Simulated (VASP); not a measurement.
# Sn3Te (Pm-3m) in VASP: a series of runs, part 2 of 2

VASP 6.6.1. Earlier steps stand in the parts before.

## 3. Single point, PBEsol (28.22 Å³/atom)

This run uses another cell than the first one, of 28.22 Å³/atom.

Input file INCAR:

```
SYSTEM = Sn3Te
PREC = Accurate ; ENCUT = 520
EDIFF = 1E-7 ; ISMEAR = -1
SIGMA = 0.05 ; LREAL = .False.
LASPH = .True. ; NELM = 60
ALGO = Fast ; ISIF = 2
LWAVE = .False. ; LCHARG = .False.
GGA = PS ; NBANDS = 32
```

Input file KPOINTS:

```
Automatic mesh
0
Gamma
  6 6 6
  0 0 0
```

Input file POSCAR:

```
Sn3Te
1.0
    4.8329658348      0.0000000000      0.0000000000
    0.0000000000      4.8329658348      0.0000000000
    0.0000000000      0.0000000000      4.8329658348
Te Sn
1 3
Direct
    0.0000000000      0.0000000000      0.0000000000
    0.0000000000      0.5000000000      0.5000000000
    0.5000000000      0.0000000000      0.5000000000
    0.5000000000      0.5000000000      0.0000000000
```

Potentials or basis: VASP PAW PBE potentials, release 64 (Te, Sn_d).

On the command line:

```bash
$ cat potpaw_PBE.64/Te/POTCAR potpaw_PBE.64/Sn_d/POTCAR > POTCAR
$ mpirun -np 1 vasp_std > vasp.out
```

OUTCAR:

```text
SYSTEM = Sn3Te
   PREC = Accurate
   ENCUT = 520
   EDIFF = 1E-7
   ISMEAR = -1
   LREAL = .False.
   LASPH = .True.
   NELM = 60
   ISIF = 2
   GGA = PS

 ion  position               nearest neighbor table
   1  0.000  0.000  0.000-   2 3.42   3 3.42   4 3.42   2 3.42   3 3.42   2 3.42   4 3.42   2 3.42
                             3 3.42   4 3.42   3 3.42   4 3.42
   2  0.000  0.500  0.500-   1 3.42   3 3.42   4 3.42   1 3.42   4 3.42   1 3.42   3 3.42   1 3.42
                             3 3.42   4 3.42   4 3.42   3 3.42
[... 898 lines left out ...]
  Direction    XX          YY          ZZ          XY          YZ          ZX
  --------------------------------------------------------------------------------------
  -------------------------------------------------------------------------------------
  Total       -1.0631489     -1.0631489     -1.0631489     -0.0000000     -0.0000000      0.0000000
  in kB      -15.0891058    -15.0891058    -15.0891058     -0.0000000     -0.0000000      0.0000000
  external PRESSURE =     -15.0891058 kB  Pullay stress =       0.0000000 kB

 VOLUME and BASIS-vectors are now :
 -----------------------------------------------------------------------------
  energy-cutoff  :      520.00
  volume of cell :      112.89
      direct lattice vectors                 reciprocal lattice vectors
     4.832965835  0.000000000  0.000000000     0.206912284  0.000000000  0.000000000
     0.000000000  4.832965835  0.000000000     0.000000000  0.206912284  0.000000000
     0.000000000  0.000000000  4.832965835     0.000000000  0.000000000  0.206912284

 POSITION                                       TOTAL-FORCE (eV/Angst)
 -----------------------------------------------------------------------------------
      0.00000      0.00000      0.00000         0.000000      0.000000      0.000000
      0.00000      2.41648      2.41648         0.000000      0.000000      0.000000
      2.41648      0.00000      2.41648         0.000000      0.000000      0.000000
      2.41648      2.41648      0.00000         0.000000      0.000000      0.000000
 -----------------------------------------------------------------------------------
    total drift:                                0.000000      0.000000      0.000000

  FREE ENERGIE OF THE ION-ELECTRON SYSTEM (eV)
  ---------------------------------------------------
  free  energy   TOTEN  =       -16.1065007253 eV

  energy  without entropy=      -16.0815929638  energy(sigma->0) =      -16.09404684
```

OSZICAR:

```text
N       E                     dE             d eps       ncg     rms          rms(c)
DAV:   1     0.433584199026E+03    0.43358E+03   -0.23060E+04  1360   0.209E+03
DAV:   2     0.397625282547E+02   -0.39382E+03   -0.38234E+03  1280   0.543E+02
DAV:   3    -0.137692776625E+02   -0.53532E+02   -0.51959E+02  1568   0.170E+02
DAV:   4    -0.160902895740E+02   -0.23210E+01   -0.23102E+01  1448   0.379E+01
DAV:   5    -0.161736311259E+02   -0.83342E-01   -0.83331E-01  1872   0.742E+00    0.730E+00
RMM:   6    -0.161219961072E+02    0.51635E-01   -0.69047E-02  1489   0.232E+00    0.444E+00
RMM:   7    -0.161071525624E+02    0.14844E-01   -0.73655E-02  1450   0.205E+00    0.305E-01
RMM:   8    -0.161061049819E+02    0.10476E-02   -0.94702E-03  1642   0.111E+00    0.110E-01
RMM:   9    -0.161064348828E+02   -0.32990E-03   -0.34067E-03  1716   0.416E-01    0.105E-01
RMM:  10    -0.161064931409E+02   -0.58258E-04   -0.64611E-04  1871   0.196E-01    0.317E-02
RMM:  11    -0.161064979511E+02   -0.48102E-05   -0.22573E-04  1806   0.113E-01    0.377E-02
RMM:  12    -0.161065037941E+02   -0.58430E-05   -0.58716E-05  2087   0.464E-02    0.402E-02
RMM:  13    -0.161065045398E+02   -0.74575E-06   -0.51002E-06  1869   0.141E-02    0.427E-02
RMM:  14    -0.161065011340E+02    0.34058E-05   -0.25968E-06  1490   0.150E-02    0.851E-03
RMM:  15    -0.161065011860E+02   -0.51990E-07   -0.18396E-06  1537   0.122E-02    0.357E-02
RMM:  16    -0.161065006315E+02    0.55449E-06   -0.69939E-07  1295   0.501E-03    0.255E-02
RMM:  17    -0.161065007253E+02   -0.93794E-07   -0.45233E-07  1127   0.384E-03
   1 F= -.16106501E+02 E0= -.16094047E+02  d E =-.249078E-01
```

It took 2.2 min on 1 thread of Intel Xeon 8259CL, shared host; peak memory 0.23 GiB.

What came out:

```
Free energy            : -16.1065 eV
Pressure               : -1.5 GPa
Band gap on the k mesh : zero (bands 24 and 25 overlap by 3.33 eV)
```

Levels at points of the mesh, in eV from the Fermi level:
```tsv
k point	band 21	band 22	band 23	band 24	band 25	band 26	band 27	band 28
(0.00, 0.00, 0.00)	-4.28	-4.28	0.43	0.43	0.43	1.95	1.95	1.95
(0.50, 0.00, 0.00)	-3.15	-1.77	-1.77	-1.53	-0.39	1.95	2.20	2.42
(0.50, 0.50, 0.00)	-1.93	-1.91	-1.91	-0.69	-0.12	-0.12	0.10	3.53
(0.50, 0.50, 0.50)	-5.29	-5.29	-4.41	2.93	2.93	2.93	5.48	5.48
```

Caveat: the PAW data sets were made with another functional, which shifts forces and pressure a little; spin-orbit coupling is left out, which moves the levels of the heavy elements.

## 4. Single point, PBEsol

This run uses another cell than the first one, of 28.80 Å³/atom.

Input file INCAR:

```
SYSTEM = Sn3Te
PREC     = Accurate       ! precision mode
ENCUT    = 520            ! plane-wave cutoff, eV
EDIFF    = 1E-6           ! SCF threshold, eV
ISMEAR   = -1             ! smearing method
SIGMA    = 0.05           ! smearing width, eV
LREAL    = .False.        ! projectors in reciprocal space
LASPH    = .True.         ! aspherical terms in the spheres
NELM     = 60             ! most SCF steps
ALGO     = Normal         ! electronic algorithm
ISIF     = 2              ! what is computed and relaxed
LWAVE    = .False.        ! write WAVECAR
LCHARG   = .False.        ! write CHGCAR
GGA      = PS             ! functional
NBANDS   = 32             ! bands
```

Input file KPOINTS:

```
regular mesh
0
Gamma
  6 6 6
  0 0 0
```

Input file POSCAR:

```
Sn3Te
1.0
    4.8656220000      0.0000000000      0.0000000000
    0.0000000000      4.8656220000      0.0000000000
    0.0000000000      0.0000000000      4.8656220000
Te Sn
1 3
Direct
    0.0000000000      0.0000000000      0.0000000000
    0.0000000000      0.5000000000      0.5000000000
    0.5000000000      0.0000000000      0.5000000000
    0.5000000000      0.5000000000      0.0000000000
```

On the command line:

```bash
$ cat potpaw_PBE.64/Te/POTCAR potpaw_PBE.64/Sn_d/POTCAR > POTCAR
$ mpirun -np 1 vasp_std > vasp.out
```

It took 82 s on 1 thread of Intel Xeon 8259CL, shared host; peak memory 0.24 GiB.

Results (log left out):

```
Free energy            : -16.0788 eV
Pressure               : -2.4 GPa
Band gap on the k mesh : zero (bands 24 and 25 overlap by 3.20 eV)
```

Levels at points of the mesh, in eV from the Fermi level:
| k point | band 21 | band 22 | band 23 | band 24 | band 25 | band 26 | band 27 | band 28 |
| --- | --- | --- | --- | --- | --- | --- | --- | --- |
| (0.00, 0.00, 0.00) | -4.19 | -4.19 | 0.42 | 0.42 | 0.42 | 1.92 | 1.92 | 1.92 |
| (0.50, 0.00, 0.00) | -3.09 | -1.73 | -1.73 | -1.51 | -0.36 | 1.86 | 2.09 | 2.37 |
| (0.50, 0.50, 0.00) | -1.93 | -1.93 | -1.91 | -0.71 | -0.10 | -0.10 | 0.11 | 3.44 |
| (0.50, 0.50, 0.50) | -5.18 | -5.18 | -4.32 | 2.85 | 2.85 | 2.85 | 5.36 | 5.36 |

Caveat: the PAW data sets were made with another functional, which shifts forces and pressure a little; spin-orbit coupling is left out, which moves the levels of the heavy elements.

## 5. Single point, PBEsol (29.37 Å³/atom)

This run uses another cell than the first one, of 29.37 Å³/atom.

Input file INCAR:

```
ALGO     = Normal         # electronic algorithm
EDIFF    = 1E-7           # SCF threshold, eV
ENCUT    = 520            # plane-wave cutoff, eV
GGA      = PS             # functional
ISIF     = 2              # what is computed and relaxed
ISMEAR   = -1             # smearing method
LASPH    = True           # aspherical terms in the spheres
LCHARG   = False          # write CHGCAR
LREAL    = False          # projectors in reciprocal space
LWAVE    = False          # write WAVECAR
NBANDS   = 32             # bands
NELM     = 60             # most SCF steps
PREC     = Accurate       # precision mode
SIGMA    = 0.05           # smearing width, eV
```

Input file KPOINTS:

```
k-points
0
Gamma
  6 6 6
```

Input file POSCAR:

```
Sn3Te
1.0
    4.8978456013      0.0000000000      0.0000000000
    0.0000000000      4.8978456013      0.0000000000
    0.0000000000      0.0000000000      4.8978456013
Te Sn
1 3
Direct
    0.0000000000      0.0000000000      0.0000000000
    0.0000000000      0.5000000000      0.5000000000
    0.5000000000      0.0000000000      0.5000000000
    0.5000000000      0.5000000000      0.0000000000
```

On the command line:

```bash
$ cat potpaw_PBE.64/Te/POTCAR potpaw_PBE.64/Sn_d/POTCAR > POTCAR
$ mpirun -np 1 vasp_std > vasp.out
```

Run time: 91 s. Hardware: 1 thread of Intel Xeon 8259CL, shared host; peak memory 0.24 GiB.

The run converged. Its results:

```yaml
Free_energy: -16.0394 eV
Pressure: -3.2 GPa
Band_gap_on_the_k_mesh: zero (bands 24 and 25 overlap by 3.08 eV)
```

Levels at points of the mesh, in eV from the Fermi level:
| k point | band 22 | band 23 | band 24 | band 25 | band 26 | band 27 |
| --- | --- | --- | --- | --- | --- | --- |
| (0.00, 0.00, 0.00) | -4.11 | 0.40 | 0.40 | 0.40 | 1.89 | 1.89 |
| (0.50, 0.00, 0.00) | -1.68 | -1.68 | -1.49 | -0.32 | 1.77 | 1.99 |
| (0.50, 0.50, 0.00) | -1.94 | -1.89 | -0.73 | -0.08 | -0.08 | 0.12 |
| (0.50, 0.50, 0.50) | -5.07 | -4.23 | 2.76 | 2.76 | 2.76 | 5.24 |

Caveat: the cell stands under tension; the PAW data sets were made with another functional, which shifts forces and pressure a little; spin-orbit coupling is left out, which moves the levels of the heavy elements.

## 6. The runs side by side

```csv
cell,gap on the mesh (eV),pressure (GPa)
"a = 4.766 Å, 4 atoms",none,0.5
"a = 4.833 Å, 4 atoms",none,-1.5
"a = 4.866 Å, 4 atoms",none,-2.4
"a = 4.898 Å, 4 atoms",none,-3.2
```

Alike in all rows: task single point; level PBEsol; potentials or basis VASP PAW PBE potentials, release 64 (Te, Sn_d); no spin polarisation; k mesh 6 × 6 × 6; cutoff (eV) 520; smearing fermi-dirac 0.05 eV.

Caveats: the PAW data sets were made with another functional, which shifts forces and pressure a little; spin-orbit coupling is left out, which moves the levels of the heavy elements; the cell stands under tension (at least some runs).

Absolute energies hang on the potentials; compare differences alone.
